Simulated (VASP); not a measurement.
# W (Fm-3m) in VASP: further runs

The runs below take W through single point, with PBEsol+D4.

Everything below comes from runs of VASP 6.6.1. Logs are shortened: lines on timing, memory, paths and dates and some standing lists are left out, and cuts for length are marked.

## 1. The cell of the first run

It takes space group Fm-3m (No. 225, cubic). Conventional cell: a = 4.060 Å, b = 4.060 Å, c = 4.060 Å, α = 90.00°, β = 90.00°, γ = 90.00°. W (site symmetry m-3m) has 12 W at 2.87 Å within 3.8 Å.

## 2. Single point, PBEsol+D4

Input file INCAR:

```
SYSTEM = W
  PREC = Accurate
  ENCUT = 520
  EDIFF = 1E-7
  ISMEAR = 1
  SIGMA = 0.5
  LREAL = .FALSE.
  LASPH = .TRUE.
  NELM = 60
  ALGO = Normal
  ISIF = 2
  LWAVE = .FALSE.
  LCHARG = .FALSE.
  GGA = PS
  IVDW = 13
  NBANDS = 13
```

Input file KPOINTS:

```
regular mesh
0
G
  13 13 13
  0 0 0
```

Input file POSCAR:

```
W
1.0
    0.0000000000      2.0300000000      2.0300000000
    2.0300000000      0.0000000000      2.0300000000
    2.0300000000      2.0300000000      0.0000000000
W
1
Direct
    0.0000000000      0.0000000000      0.0000000000
```

Potentials or basis: VASP PAW PBE potentials, release 64 (W_sv).

Launch:

```bash
cat potpaw_PBE.64/W_sv/POTCAR > POTCAR
mpirun -np 1 vasp_std > vasp.out
```

OUTCAR:

```text
SYSTEM = W
   PREC = Accurate
   ENCUT = 520
   EDIFF = 1E-7
   ISMEAR = 1
   LREAL = .FALSE.
   LASPH = .TRUE.
   NELM = 60
   ISIF = 2
   GGA = PS
   IVDW = 13

 ion  position               nearest neighbor table
   1  0.000  0.000  0.000-

  LATTYP: Found a face centered cubic cell.
 ALAT       =     4.0600000000

  Lattice vectors:

 A1 = (   0.0000000000,   2.0300000000,   2.0300000000)
 A2 = (   2.0300000000,   0.0000000000,   2.0300000000)
 A3 = (   2.0300000000,   2.0300000000,   0.0000000000)

Analysis of symmetry for initial positions (statically):
=====================================================================
 Subroutine PRICEL returns:
 Original cell was already a primitive cell.

 Routine SETGRP: Setting up the symmetry group for a
 face centered cubic supercell.

 Subroutine GETGRP returns: Found 48 space group operations
 (whereof 48 operations were pure point group operations)
 out of a pool of 48 trial point group operations.

The static configuration has the point symmetry O_h .

Analysis of symmetry for dynamics (positions and initial velocities):
=====================================================================
 Subroutine PRICEL returns:
 Original cell was already a primitive cell.

 Routine SETGRP: Setting up the symmetry group for a
 face centered cubic supercell.

 Subroutine GETGRP returns: Found 48 space group operations
 (whereof 48 operations were pure point group operations)
 out of a pool of 48 trial point group operations.

The dynamic configuration has the point symmetry O_h .

 Subroutine INISYM returns: Found 48 space group operations
 (whereof 48 operations are pure point group operations),
 and found     1 'primitive' translations

----------------------------------------------------------------------------------------

                                     Primitive cell

  volume of cell :      16.7309

  direct lattice vectors                    reciprocal lattice vectors
     0.000000000  2.030000000  2.030000000    -0.246305419  0.246305419  0.246305419
     2.030000000  0.000000000  2.030000000     0.246305419 -0.246305419  0.246305419
     2.030000000  2.030000000  0.000000000     0.246305419  0.246305419 -0.246305419

  length of vectors
     2.870853532  2.870853532  2.870853532     0.426613499  0.426613499  0.426613499

  position of ions in fractional coordinates (direct lattice)
     0.000000000  0.000000000  0.000000000

  ion indices of the primitive-cell ions
   primitive index   ion index
                 1           1

----------------------------------------------------------------------------------------

 KPOINTS: regular mesh

Automatic generation of k-mesh.
 Grid dimensions read from file:
 generate k-points for:   13   13   13

 Generating k-lattice:

  Cartesian coordinates                     Fractional coordinates (reciprocal lattice)
    -0.018946571  0.018946571  0.018946571     0.076923077  0.000000000  0.000000000
     0.018946571 -0.018946571  0.018946571     0.000000000  0.076923077  0.000000000
     0.018946571  0.018946571 -0.018946571     0.000000000  0.000000000  0.076923077

  Length of vectors
     0.032816423  0.032816423  0.032816423

  Shift w.r.t. Gamma in fractional coordinates (k-lattice)
     0.000000000  0.000000000  0.000000000

 Subroutine IBZKPT returns following result:
 ===========================================

 Found     84 irreducible k-points:

 Following reciprocal coordinates:
            Coordinates               Weight
  0.000000  0.000000  0.000000      1.000000
  0.076923  0.000000  0.000000      8.000000
  0.153846  0.000000  0.000000      8.000000
  0.230769  0.000000  0.000000      8.000000
  0.307692  0.000000  0.000000      8.000000
  0.384615  0.000000  0.000000      8.000000
[... 16 lines left out ...]
  0.384615  0.153846  0.000000     24.000000
  0.461538  0.153846  0.000000     24.000000
 [... further k-points ...]
   k-points           NKPTS =     84   k-points in BZ     NKDIM =     84   number of bands    NBANDS=     13
   number of dos      NEDOS =    301   number of ions     NIONS =      1
   total plane-waves  NPLWV =  13824
   dimension x,y,z NGX =    24 NGY =   24 NGZ =   24
   dimension x,y,z NGXF=    48 NGYF=   48 NGZF=   48
   ions per type =               1
   NGX,Y,Z   is equivalent  to a cutoff of  13.90, 13.90, 13.90 a.u.
   NGXF,Y,Z  is equivalent  to a cutoff of  27.80, 27.80, 27.80 a.u.
 SYSTEM =  W
   PREC   = accura    normal or accurate (medium, high low for compatibility)
   ISTART =      0    job   : 0-new  1-cont  2-samecut
   ICHARG =      2    charge: 1-file 2-atom 10-const
   ISPIN  =      1    spin polarized calculation?
   LNONCOLLINEAR =      F non collinear calculations
   LSORBIT =      F    spin-orbit coupling
   LASPH  =      T    aspherical Exc in radial PAW
   ENCUT  =  520.0 eV  38.22 Ry    6.18 a.u.   5.34  5.34  5.34*2*pi/ulx,y,z
   NELM   =     60;   NELMIN=  2; NELMDL= -5     # of ELM steps
   EDIFF  = 0.1E-06   stopping-criterion for ELM
   LREAL  =      F    real-space projection
   EDIFFG = 0.1E-05   stopping-criterion for IOM
   NSW    =      0    number of steps for IOM
   IBRION =     -1    ionic relax: 0-MD 1-quasi-New 2-CG
   NFREE  =      0    steps in history (QN), initial steepest desc. (CG)
   ISIF   =      2    stress and relaxation
   ISYM   =      2    0-nonsym 1-usesym 2-fastsym
   POTIM  = 0.5000    time-step for ionic-motion
   TEBEG  =    0.0;   TEEND  =   0.0 temperature during run
   PSTRESS=    0.0 pullay stress
   NELECT =      14.0000    total number of electrons
   NUPDOWN=      -1.0000    fix difference up-down
   EMIN   =  10.00;   EMAX   =-10.00  energy-range for DOS
   EFERMI =   0.00;   METHOD = LEGACY
   ISMEAR =     1;   SIGMA  =   0.50  broadening in eV -4-tet -1-fermi 0-gaus
   EFERMI_NEDOS =   21; number of points for ismear=-14 and -15
   IALGO  =     38    algorithm
   IMIX   =      4    mixing-type and parameters
     AMIX     =   0.40;   BMIX     =  1.00
     AMIX_MAG =   1.60;   BMIX_MAG =  1.00
  volume/ion in A,a.u.               =      16.73       112.91
  Fermi-wavevector in a.u.,A,eV,Ry     =   1.542688  2.915258 32.380324  2.379887
  Thomas-Fermi vector in A             =   2.648457
   LORBIT       =      0    0 simple, 1 ext, 2 COOP (PROOUT), +10 PAW based schemes
   GGA     = PS    functional components
   LHFCALC =     F    Hartree Fock is set to
   AEXX    =    0.0000 exact exchange contribution
   IVDW    =    13    specifies the selected vdW correction
   LEPSILON=     F    determine dielectric tensor
   LRPA    =     F    only Hartree local field effects (RPA)
 non-spin polarized calculation
 Methfessel and Paxton  Order N= 1 SIGMA  =   0.50
  energy-cutoff  :      520.00
  volume of cell :       16.73
 maximum number of plane-waves:       465
 NGX is ok and might be reduce to    24
   NGX = 11   NGY = 11   NGZ = 11

 number of electron      14.0000002 magnetization

 Free energy of the ion-electron system (eV)
  ---------------------------------------------------
  ext. energy  EPLUGINS =         0.00000000
  ---------------------------------------------------
  free energy    TOTEN  =       -13.28151290 eV

  energy without entropy =      -13.26769451  energy(sigma->0) =      -13.27690677

 E-fermi :  10.0628     XC(G=0): -13.4496

 val. band max:       10.0449143264   @ k =  -0.3846   0.1538   0.0000
 cond. band min:      10.0649439853   @ k =  -0.4615   0.1538   0.0000
 fundamental gap:      0.0200296589
 Fermi energy:        10.0627573302

 k-point     1 :       0.0000    0.0000    0.0000
  band No.  band energies     occupation
      1     -63.6183      2.00000
      2     -27.2676      2.00000
      3     -27.2676      2.00000
      4     -27.2676      2.00000
      5       1.1522      2.00000
      6       9.5157      2.06468
      7       9.5157      2.06468
      8       9.5157      2.06468
      9      12.5451     -0.00000
     10      12.5451     -0.00000
     11      22.8601      0.00000
     12      27.9441      0.00000
     13      27.9441      0.00000

 k-point     2 :       0.0769    0.0000    0.0000
  band No.  band energies     occupation
      1     -63.6128      2.00000
      2     -27.3334      2.00000
      3     -27.2760      2.00000
      4     -27.2760      2.00000
      5       1.4055      2.00000
      6       9.3245      2.05737
      7       9.6323      2.00803
      8       9.6323      2.00803
      9      12.4418     -0.00000
     10      12.4418     -0.00000
     11      23.3629      0.00000
     12      26.9096      0.00000
     13      28.4181      0.00000

 k-point     3 :       0.1538    0.0000    0.0000
  band No.  band energies     occupation
      1     -63.5974      2.00000
      2     -27.5129      2.00000
      3     -27.2994      2.00000
      4     -27.2994      2.00000
      5       2.1127      2.00000
      6       8.8942      2.00465
      7       9.8848      1.56216
      8       9.8848      1.56216
      9      12.2887     -0.00000
     10      12.2887     -0.00000
     11      24.3784      0.00000
     12      25.5412      0.00000
     13      29.7548      0.00000

 k-point     4 :       0.2308    0.0000    0.0000
  band No.  band energies     occupation
      1     -63.5756      2.00000
      2     -27.7593      2.00000
      3     -27.3321      2.00000
      4     -27.3321      2.00000
      5       3.0921      2.00000
      6       8.5557      2.00017
      7       9.9720      1.30174
      8       9.9720      1.30174
      9      12.4969     -0.00000
     10      12.4969     -0.00000
     11      23.3694      0.00000
     12      26.5052      0.00000
     13      31.7512      0.00000

 k-point     5 :       0.3077    0.0000    0.0000
  band No.  band energies     occupation
      1     -63.5524      2.00000
      2     -28.0129      2.00000
      3     -27.3666      2.00000
      4     -27.3666      2.00000
      5       3.9798      2.00000
      6       8.7134      2.00091
      7       9.7620      1.84148
      8       9.7620      1.84147
      9      13.2414     -0.00000
     10      13.2414     -0.00000
     11      22.1123      0.00000
     12      26.0632      0.00000
     13      32.5297      0.00000
[... 257 lines left out ...]
 k-point    22 :       0.3077    0.1538    0.0000
  band No.  band energies     occupation
      1     -63.5535      2.00000
      2     -27.8735      2.00000
      3     -27.4334      2.00000
      4     -27.4281      2.00000
      5       4.1539      2.00000
      6       7.7055      2.00000
      7       9.5140      2.06501
      8      10.7366     -0.06700
      9      12.2962     -0.00000
     10      13.8015     -0.00000
     11      24.3512      0.00000
     12      27.4996      0.00000
     13      29.3744      0.00000

 k-point    23 :       0.3846    0.1538    0.0000
  band No.  band energies     occupation
      1     -63.5333      2.00000
      2     -28.0705      2.00000
      3     -27.4806      2.00000
      4     -27.4602      2.00000
      5       4.9304      2.00000
      6       7.9070      2.00000
      7       9.0169      2.01176
      8      10.5214     -0.02859
      9      13.7056     -0.00000
     10      14.5670     -0.00000
     11      22.5810      0.00000
     12      25.8260      0.00000
     13      28.6350      0.00000

 k-point    24 :       0.4615    0.1538    0.0000
  band No.  band energies     occupation
      1     -63.5182      2.00000
      2     -28.2114      2.00000
      3     -27.5336      2.00000
      4     -27.4696      2.00000
      5       5.2718      2.00000
      6       8.2103      2.00000
      7       9.1809      2.03172
      8      10.2477      0.41885
      9      15.0585     -0.00000
     10      15.2769     -0.00000
     11      20.5224      0.00000
     12      24.6917      0.00000
     13      27.8987      0.00000

 [... further k-points ...]

------------------------ aborting loop because EDIFF is reached ----------------------------------------

  DFT-D4 for vdW energy calculation

  Edisp (eV):   -0.40049

  FORCE on cell =-STRESS in cart. coord.  units (eV):
  Direction    XX          YY          ZZ          XY          YZ          ZX
  --------------------------------------------------------------------------------------
  -------------------------------------------------------------------------------------
  Total      -1.61797    -1.61797    -1.61797    -0.00000     0.00000    -0.00000
  in kB    -154.93968  -154.93968  -154.93968    -0.00000     0.00000    -0.00000
  external pressure =     -154.94 kB  Pullay stress =        0.00 kB

 VOLUME and BASIS-vectors are now :
 -----------------------------------------------------------------------------
  energy-cutoff  :      520.00
  volume of cell :       16.73
      direct lattice vectors                 reciprocal lattice vectors
     0.000000000  2.030000000  2.030000000    -0.246305419  0.246305419  0.246305419
     2.030000000  0.000000000  2.030000000     0.246305419 -0.246305419  0.246305419
     2.030000000  2.030000000  0.000000000     0.246305419  0.246305419 -0.246305419

 POSITION                                       TOTAL-FORCE (eV/Angst)
 -----------------------------------------------------------------------------------
      0.00000      0.00000      0.00000        -0.000000     -0.000000     -0.000000
 -----------------------------------------------------------------------------------
    total drift:                               -0.000000      0.000000      0.000000

  FREE ENERGIE OF THE ION-ELECTRON SYSTEM (eV)
  ---------------------------------------------------
  free  energy   TOTEN  =       -13.6820049916 eV

  energy  without entropy=      -13.6681866063  energy(sigma->0) =      -13.67739886
```

It took 6.4 s on 1 thread of Intel Xeon 6975P-C (Granite Rapids), shared host; peak memory 0.15 GiB.

What came out:

```yaml
Free_energy: -13.6820 eV
Pressure: -15.5 GPa
Band_gap_on_the_k_mesh: zero (band 7 reaches 12.73 eV, above the bottom of band 8 at 9.52 eV)
Dispersion_energy_per_atom: -0.400 eV
```

Caveat: the PAW data sets were made with another functional, which shifts forces and pressure a little; spin-orbit coupling is left out, which moves the levels of the heavy elements; pairwise dispersion overbinds metals, which lowers pressure and volume.

[end of part 1 of 3]
